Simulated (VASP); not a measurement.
# Zr3Ag (P4/mmm) in VASP: a series of runs

Zr3Ag is run at these levels: LDA; tasks: electric field gradients.

Everything below comes from runs of VASP 6.6.1. Logs are shortened: lines on timing, memory, paths and dates and some standing lists are left out, and cuts for length are marked.

## (1) The cell of the first run

It takes space group P4/mmm (No. 123, tetragonal). The conventional cell has a = 4.626 Å, b = 4.626 Å, c = 4.038 Å, α = 90.00°, β = 90.00°, γ = 90.00°. Zr (site symmetry 4/mmm) has 8 Zr at 3.07 Å and 4 Ag at 3.27 Å within 4.0 Å. Zr (site symmetry mmm) has 8 Zr at 3.07 to 3.27 Å and 4 Ag at 3.07 Å within 4.0 Å. Ag (site symmetry 4/mmm) has 12 Zr at 3.07 to 3.27 Å within 4.0 Å.

## (2) Electric field gradients, LDA (volume scaled by 1.04)

The input, INCAR:

```
SYSTEM = Zr3Ag
PREC = Accurate
ENCUT = 520
EDIFF = 1E-8
ISMEAR = -1
SIGMA = 0.05
LREAL = .FALSE.
LASPH = .TRUE.
NELM = 60
ALGO = Normal
ISIF = 2
LWAVE = .FALSE.
LCHARG = .FALSE.
GGA = CA
LEFG = .TRUE.
NBANDS = 32
```

The input, KPOINTS:

```
Automatic mesh
0
G
  7 7 8
  0 0 0
```

The input, POSCAR:

```
Zr3Ag
1.0
    4.6260858378      0.0000000000      0.0000000000
    0.0000000000      4.6260858378      0.0000000000
    0.0000000000      0.0000000000      4.0384533836
Zr Ag
3 1
Direct
    0.5000000000      0.5000000000      0.0000000000
    0.0000000000      0.5000000000      0.5000000000
    0.5000000000      0.0000000000      0.5000000000
    0.0000000000      0.0000000000      0.0000000000
```

Potentials or basis: VASP PAW LDA potentials, release 64 (Zr_sv, Ag).

Started as:

```bash
$ cat potpaw_LDA.64/Zr_sv/POTCAR potpaw_LDA.64/Ag/POTCAR > POTCAR
$ mpirun -np 1 vasp_std > vasp.out
```

OUTCAR:

```text
SYSTEM = Zr3Ag
   PREC = Accurate
   ENCUT = 520
   EDIFF = 1E-8
   ISMEAR = -1
   LREAL = .FALSE.
   LASPH = .TRUE.
   NELM = 60
   ISIF = 2
   GGA = CA

 ion  position               nearest neighbor table
   1  0.500  0.500  0.000-   2 3.07   3 3.07   2 3.07   3 3.07   3 3.07   3 3.07   2 3.07   2 3.07
                             4 3.27   4 3.27   4 3.27   4 3.27
   2  0.000  0.500  0.500-   1 3.07   4 3.07   1 3.07   4 3.07   4 3.07   4 3.07   1 3.07   1 3.07
                             3 3.27   3 3.27   3 3.27   3 3.27
   3  0.500  0.000  0.500-   1 3.07   4 3.07   1 3.07   4 3.07   1 3.07   1 3.07   4 3.07   4 3.07
                             2 3.27   2 3.27   2 3.27   2 3.27
   4  0.000  0.000  0.000-   2 3.07   3 3.07   2 3.07   3 3.07   2 3.07   2 3.07   3 3.07   3 3.07
                             1 3.27   1 3.27   1 3.27   1 3.27

  LATTYP: Found a simple tetragonal cell.
 ALAT       =     4.6260858378
 C/A-ratio  =     0.8729741568

  Lattice vectors:

 A1 = (   4.6260858378,   0.0000000000,   0.0000000000)
 A2 = (   0.0000000000,   4.6260858378,   0.0000000000)
 A3 = (   0.0000000000,   0.0000000000,   4.0384533836)

Analysis of symmetry for initial positions (statically):
=====================================================================
 Subroutine PRICEL returns:
 Original cell was already a primitive cell.

 Routine SETGRP: Setting up the symmetry group for a
 simple tetragonal supercell.

 Subroutine GETGRP returns: Found 16 space group operations
 (whereof 16 operations were pure point group operations)
 out of a pool of 16 trial point group operations.

The static configuration has the point symmetry D_4h.

Analysis of symmetry for dynamics (positions and initial velocities):
=====================================================================
 Subroutine PRICEL returns:
 Original cell was already a primitive cell.

 Routine SETGRP: Setting up the symmetry group for a
 simple tetragonal supercell.

 Subroutine GETGRP returns: Found 16 space group operations
 (whereof 16 operations were pure point group operations)
 out of a pool of 16 trial point group operations.

The dynamic configuration has the point symmetry D_4h.

 Subroutine INISYM returns: Found 16 space group operations
 (whereof 16 operations are pure point group operations),
 and found     1 'primitive' translations

----------------------------------------------------------------------------------------

                                     Primitive cell

  volume of cell :      86.4256

  direct lattice vectors                    reciprocal lattice vectors
     4.626085838  0.000000000  0.000000000     0.216165466  0.000000000  0.000000000
     0.000000000  4.626085838  0.000000000     0.000000000  0.216165466  0.000000000
     0.000000000  0.000000000  4.038453384     0.000000000  0.000000000  0.247619548

  length of vectors
     4.626085838  4.626085838  4.038453384     0.216165466  0.216165466  0.247619548

  position of ions in fractional coordinates (direct lattice)
     0.500000000  0.500000000  0.000000000
     0.000000000  0.500000000  0.500000000
     0.500000000  0.000000000  0.500000000
     0.000000000  0.000000000  0.000000000

  ion indices of the primitive-cell ions
   primitive index   ion index
                 1           1
                 2           2
                 3           3
                 4           4

----------------------------------------------------------------------------------------

 KPOINTS: Automatic mesh

Automatic generation of k-mesh.
 Grid dimensions read from file:
 generate k-points for:    7    7    8

 Generating k-lattice:

  Cartesian coordinates                     Fractional coordinates (reciprocal lattice)
     0.030880781  0.000000000  0.000000000     0.142857143  0.000000000  0.000000000
     0.000000000  0.030880781  0.000000000     0.000000000  0.142857143  0.000000000
     0.000000000  0.000000000  0.030952443     0.000000000  0.000000000  0.125000000

  Length of vectors
     0.030880781  0.030880781  0.030952443

  Shift w.r.t. Gamma in fractional coordinates (k-lattice)
     0.000000000  0.000000000  0.000000000

 Subroutine IBZKPT returns following result:
 ===========================================

 Found     50 irreducible k-points:

 Following reciprocal coordinates:
            Coordinates               Weight
  0.000000  0.000000  0.000000      1.000000
  0.142857  0.000000  0.000000      4.000000
  0.285714  0.000000  0.000000      4.000000
  0.428571  0.000000  0.000000      4.000000
  0.142857  0.142857  0.000000      4.000000
  0.285714  0.142857  0.000000      8.000000
[... 16 lines left out ...]
  0.285714  0.000000  0.250000      8.000000
  0.428571  0.000000  0.250000      8.000000
 [... further k-points ...]
   k-points           NKPTS =     50   k-points in BZ     NKDIM =     50   number of bands    NBANDS=     32
   number of dos      NEDOS =    301   number of ions     NIONS =      4
   total plane-waves  NPLWV =  38880
   dimension x,y,z NGX =    36 NGY =   36 NGZ =   30
   dimension x,y,z NGXF=    72 NGYF=   72 NGZF=   60
   ions per type =               3   1
   NGX,Y,Z   is equivalent  to a cutoff of  12.94, 12.94, 12.35 a.u.
   NGXF,Y,Z  is equivalent  to a cutoff of  25.87, 25.87, 24.70 a.u.
 SYSTEM =  Zr3Ag
   PREC   = accura    normal or accurate (medium, high low for compatibility)
   ISTART =      0    job   : 0-new  1-cont  2-samecut
   ICHARG =      2    charge: 1-file 2-atom 10-const
   ISPIN  =      1    spin polarized calculation?
   LNONCOLLINEAR =      F non collinear calculations
   LSORBIT =      F    spin-orbit coupling
   LASPH  =      T    aspherical Exc in radial PAW
   ENCUT  =  520.0 eV  38.22 Ry    6.18 a.u.   8.60  8.60  7.51*2*pi/ulx,y,z
   NELM   =     60;   NELMIN=  2; NELMDL= -5     # of ELM steps
   EDIFF  = 0.1E-07   stopping-criterion for ELM
   LREAL  =      F    real-space projection
   EDIFFG = 0.1E-06   stopping-criterion for IOM
   NSW    =      0    number of steps for IOM
   IBRION =     -1    ionic relax: 0-MD 1-quasi-New 2-CG
   NFREE  =      0    steps in history (QN), initial steepest desc. (CG)
   ISIF   =      2    stress and relaxation
   ISYM   =      2    0-nonsym 1-usesym 2-fastsym
   POTIM  = 0.5000    time-step for ionic-motion
   TEBEG  =    0.0;   TEEND  =   0.0 temperature during run
   PSTRESS=    0.0 pullay stress
   NELECT =      47.0000    total number of electrons
   NUPDOWN=      -1.0000    fix difference up-down
   EMIN   =  10.00;   EMAX   =-10.00  energy-range for DOS
   EFERMI =   0.00;   METHOD = LEGACY
   ISMEAR =    -1;   SIGMA  =   0.05  broadening in eV -4-tet -1-fermi 0-gaus
   EFERMI_NEDOS =   21; number of points for ismear=-14 and -15
   IALGO  =     38    algorithm
   IMIX   =      4    mixing-type and parameters
     AMIX     =   0.40;   BMIX     =  1.00
     AMIX_MAG =   1.60;   BMIX_MAG =  1.00
  volume/ion in A,a.u.               =      21.61       145.81
  Fermi-wavevector in a.u.,A,eV,Ry     =   1.336267  2.525179 24.294699  1.785610
  Thomas-Fermi vector in A             =   2.464907
   LORBIT       =      0    0 simple, 1 ext, 2 COOP (PROOUT), +10 PAW based schemes
   GGA     = CA    functional components
   LHFCALC =     F    Hartree Fock is set to
   AEXX    =    0.0000 exact exchange contribution
   IVDW    =     0    specifies the selected vdW correction
   LEPSILON=     F    determine dielectric tensor
   LRPA    =     F    only Hartree local field effects (RPA)
 non-spin polarized calculation
  energy-cutoff  :      520.00
  volume of cell :       86.43
 maximum number of plane-waves:      2359
 NGX is ok and might be reduce to    36
   NGX = 17   NGY = 17   NGZ = 15

 number of electron      46.9999997 magnetization

 Free energy of the ion-electron system (eV)
  ---------------------------------------------------
  ext. energy  EPLUGINS =         0.00000000
  ---------------------------------------------------
  free energy    TOTEN  =       -31.51053429 eV

  energy without entropy =      -31.46083936  energy(sigma->0) =      -31.48568683

 E-fermi :   8.5578     XC(G=0): -11.5693

 val. band max:        8.5516895130   @ k =   0.2857   0.1429   0.2500
 cond. band min:       8.5647207863   @ k =   0.4286   0.2857   0.0000
 fundamental gap:      0.0130312734
 Fermi energy:         8.5577737613

 k-point     1 :       0.0000    0.0000    0.0000
  band No.  band energies     occupation
      1     -39.8236      2.00000
      2     -39.7112      2.00000
      3     -39.4588      2.00000
      4     -18.3304      2.00000
      5     -18.3304      2.00000
      6     -18.2300      2.00000
[... 24 lines left out ...]
     31      12.6789      0.00000
     32      13.3283      0.00000

 k-point     2 :       0.1429    0.0000    0.0000
  band No.  band energies     occupation
      1     -39.8171      2.00000
      2     -39.7150      2.00000
      3     -39.4616      2.00000
      4     -18.3144      2.00000
      5     -18.2939      2.00000
      6     -18.2109      2.00000
[... 24 lines left out ...]
     31      13.0392      0.00000
     32      13.1227      0.00000

 k-point     3 :       0.2857    0.0000    0.0000
  band No.  band energies     occupation
      1     -39.7994      2.00000
      2     -39.7265      2.00000
      3     -39.4681      2.00000
      4     -18.2730      2.00000
      5     -18.1915      2.00000
      6     -18.1616      2.00000
[... 24 lines left out ...]
     31      12.3041      0.00000
     32      12.4084      0.00000

 k-point     4 :       0.4286    0.0000    0.0000
  band No.  band energies     occupation
      1     -39.7770      2.00000
      2     -39.7438      2.00000
      3     -39.4734      2.00000
      4     -18.2307      2.00000
      5     -18.1103      2.00000
      6     -18.0531      2.00000
[... 654 lines left out ...]
     31      12.4725      0.00000
     32      12.6495      0.00000

 k-point    23 :       0.2857    0.0000    0.2500
  band No.  band energies     occupation
      1     -39.7853      2.00000
      2     -39.7249      2.00000
      3     -39.4807      2.00000
      4     -18.2752      2.00000
      5     -18.1819      2.00000
      6     -18.0425      2.00000
[... 24 lines left out ...]
     31      12.1284      0.00000
     32      12.6377      0.00000

 k-point    24 :       0.4286    0.0000    0.2500
  band No.  band energies     occupation
      1     -39.7658      2.00000
      2     -39.7417      2.00000
      3     -39.4835      2.00000
      4     -18.2234      2.00000
      5     -18.1291      2.00000
      6     -18.1241      2.00000
[... 24 lines left out ...]
     31      12.2267      0.00000
     32      12.6411      0.00000

 [... further k-points ...]

------------------------ aborting loop because EDIFF is reached ----------------------------------------

  FORCE on cell =-STRESS in cart. coord.  units (eV):
  Direction    XX          YY          ZZ          XY          YZ          ZX
  --------------------------------------------------------------------------------------
  -------------------------------------------------------------------------------------
  Total       -4.8839494     -4.8839494     -3.5647523     -0.0000000      0.0000000      0.0000000
  in kB      -90.5397493    -90.5397493    -66.0841789     -0.0000000      0.0000000      0.0000000
  external PRESSURE =     -82.3878925 kB  Pullay stress =       0.0000000 kB

 VOLUME and BASIS-vectors are now :
 -----------------------------------------------------------------------------
  energy-cutoff  :      520.00
  volume of cell :       86.43
      direct lattice vectors                 reciprocal lattice vectors
     4.626085838  0.000000000  0.000000000     0.216165466  0.000000000  0.000000000
     0.000000000  4.626085838  0.000000000     0.000000000  0.216165466  0.000000000
     0.000000000  0.000000000  4.038453384     0.000000000  0.000000000  0.247619548

 POSITION                                       TOTAL-FORCE (eV/Angst)
 -----------------------------------------------------------------------------------
      2.31304      2.31304      0.00000         0.000000      0.000000      0.000000
      0.00000      2.31304      2.01923         0.000000      0.000000      0.000000
      2.31304      0.00000      2.01923         0.000000      0.000000      0.000000
      0.00000      0.00000      0.00000         0.000000      0.000000      0.000000
 -----------------------------------------------------------------------------------
    total drift:                                0.000000      0.000000      0.000000

  FREE ENERGIE OF THE ION-ELECTRON SYSTEM (eV)
  ---------------------------------------------------
  free  energy   TOTEN  =       -31.5105342907 eV

  energy  without entropy=      -31.4608393618  energy(sigma->0) =      -31.48568683

 Electric field gradients (V/A^2)
---------------------------------------------------------------------
 ion       V_xx      V_yy      V_zz      V_xy      V_xz      V_yz
---------------------------------------------------------------------
   1       9.907     9.907   -19.813    -0.000     0.000     0.000
   2      27.649   -10.847   -16.802    -0.000    -0.000    -0.000
   3     -10.847    27.649   -16.802    -0.000    -0.000    -0.000
   4      -4.404    -4.404     8.808     0.000    -0.000     0.000
---------------------------------------------------------------------

 Electric field gradients after diagonalization (V/A^2)
 (convention: |V_zz| > |V_xx| > |V_yy|)
----------------------------------------------------------------------
 ion       V_xx      V_yy      V_zz     asymmetry (V_yy - V_xx)/ V_zz
----------------------------------------------------------------------
   1       9.907     9.907   -19.813       0.000
   2     -16.802   -10.847    27.649       0.215
   3     -16.802   -10.847    27.649       0.215
   4      -4.404    -4.404     8.808       0.000
----------------------------------------------------------------------

           NMR quadrupolar parameters

 Cq : quadrupolar parameter    Cq=e*Q*V_zz/h
 eta: asymmetry parameters     (V_yy - V_xx)/ V_zz
 Q  : nuclear electric quadrupole moment in mb (millibarn)
----------------------------------------------------------------------
 ion       Cq(MHz)       eta       Q (mb)
----------------------------------------------------------------------
   1      -0.048       0.000       1.000
   2       0.067       0.215       1.000
   3       0.067       0.215       1.000
   4       0.021       0.000       1.000
----------------------------------------------------------------------
```

It used 440 s of CPU time on 1 thread of AMD EPYC 7R13 Processor (Zen 3) (shared host).

What came out:

```yaml
Free_energy: -31.5105 eV
Pressure: -8.2 GPa
```

Electric field gradients, principal values (V/Å²):
```tsv
atom	least	middle	greatest (by size)
1 Zr	9.907	9.907	-19.813
2 Zr	-10.847	-16.802	27.649
3 Zr	-10.847	-16.802	27.649
4 Ag	-4.404	-4.404	8.808
```

Caveat: without QUAD_EFG the Cq values of the log hold for a quadrupole moment of 1 mb, not for the nuclei.

[end of part 1 of 3]
